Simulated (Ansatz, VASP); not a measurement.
# Zn2SiN: VASP beside Ansatz

The input INCAR:

```
SYSTEM = Zn2SiN
ALGO = Normal ; EDIFF = 1E-7
EDIFFG = -0.01 ; ENCUT = 600
GGA = PE ; GGA_COMPAT = .FALSE.
IBRION = 2 ; ISIF = 3
ISMEAR = 0 ; LASPH = .TRUE.
LCHARG = .FALSE. ; LREAL = .FALSE.
LWAVE = .FALSE. ; NELM = 120
NELMIN = 4 ; NSW = 100
PREC = Accurate ; SIGMA = 0.1
```

The input KPOINTS:

```
k-points
0
G
  12 12 14
  0 0 0
```

Contents of POSCAR:

```
Zn2SiN
1.0
    3.7881194900      0.0000000000      0.0000000000
    0.0000000000      3.7881194900      0.0000000000
    0.0000000000      0.0000000000      3.5809410300
Zn Si N
2 1 1
Direct
    0.0000000000      0.5000000000      0.5000000000
    0.5000000000      0.0000000000      0.5000000000
    0.5000000000      0.5000000000      0.0000000000
    0.0000000000      0.0000000000      0.0000000000
```

Input for Ansatz:

```yaml
crystal:
  lattice:
    - [3.78811949, 0.0, 0.0]
    - [0.0, 3.78811949, 0.0]
    - [0.0, 0.0, 3.58094103]
  atoms:
    - { symbol: Zn, position: [0.0, 0.5, 0.5] }
    - { symbol: Zn, position: [0.5, 0.0, 0.5] }
    - { symbol: Si, position: [0.5, 0.5, 0.0] }
    - { symbol: "N", position: [0.0, 0.0, 0.0] }
basis:
  ecutwfc: 420
kpoints:
  mp_grid: { grid: [12, 12, 14] }
hamiltonian:
  xc: pbe
scf:
  occupations: { method: gaussian, width: 0.1 }
output:
  forces: true
  stress: true
  eigenvalues: true
  write_density: true
  write_potential: true
  elf: true
  volumetric_format: npy
relax:
  adjacent_minimum: "off"
  f_tol: 0.01
  max_steps: 80
  cell: { stress_tol: 0.05 }
```

Change from the starting cell: species swapped into the YAgSn2 type (P4/mmm, No. 123).

Alike in both runs: task relaxation of cell and atoms; functional PBE; k mesh 12 × 12 × 14; occupations gaussian, width 0.1 eV; no spin polarisation.

|  | VASP | Ansatz |
| --- | --- | --- |
| version | VASP 6.6.1 | Ansatz 0.2.0 |
| potentials or method | VASP PAW PBE potentials, release 64 (Zn, Si, N), cutoff 600 eV | scalar-relativistic, plane waves, PAW |
| valence electrons in the cell | 33 | 33 |

|  | VASP | Ansatz | Ansatz less VASP |
| --- | --- | --- | --- |
| gap on the k mesh at the Fermi level, each at its own relaxed structure (eV) | none | none | - |
| relaxed volume (Å³/atom) | 13.20 | 13.17 | -0.026 |
| relaxed length of the cell vector where the two differ most in proportion (Å) | 3.657 | 3.648 | -0.0089 |

A gap of «none» marks a metal or a gap that the smearing closes.
